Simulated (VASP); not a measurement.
HfO2, 12 atoms in the cell. Symmetry: P2_1/c, No. 14, monoclinic system. The conventional cell has a = 5.094 Å, b = 5.151 Å, c = 5.276 Å, α = 90.00°, β = 99.56°, γ = 90.00°. Within 2.7 Å of Hf (site symmetry 1) lie 7 O at 2.03 to 2.24 Å. Within 2.8 Å of O (site symmetry 1) lie 4 Hf at 2.13 to 2.24 Å and 5 O at 2.52 to 2.71 Å. Within 3.0 Å of O (site symmetry 1) lie 3 Hf at 2.03 to 2.13 Å and 9 O at 2.52 to 2.96 Å. 

| Quantity | Value |
| --- | --- |
| Program | VASP 6.6.1 |
| Task | single point |
| Functional | PBE |
| Potentials or basis | VASP PAW PBE potentials, release 64 (Hf_pv, O) |
| Cutoff | 600 eV |
| k mesh | 4 × 4 × 4 |
| Occupations | gaussian, width 0.1 eV |
| Spin | no spin polarisation |
| Dipole correction | no |
| Further INCAR settings | ALGO = Normal; EDIFF = 1e-06; NBANDS = 56 |

Potentials or basis: VASP PAW PBE potentials, release 64 (Hf_pv, O).

Launch:

```bash
$ cat potpaw_PBE.64/Hf_pv/POTCAR potpaw_PBE.64/O/POTCAR > POTCAR
$ mpirun -np 1 vasp_std > vasp.out
```

Hardware: 1 thread of Intel(R) Xeon(R) Platinum 8259CL CPU @ 2.50GHz (Skylake/Cascade Lake), with other jobs on the host.

Problem. How long does it take, and how much memory?

Solution. It took 6 min on 1 thread of Intel(R) Xeon(R) Platinum 8259CL CPU @ 2.50GHz (Skylake/Cascade Lake), with other jobs on the host, peak memory 0.38 GiB. Counts: scf iterations 16, k points 30.
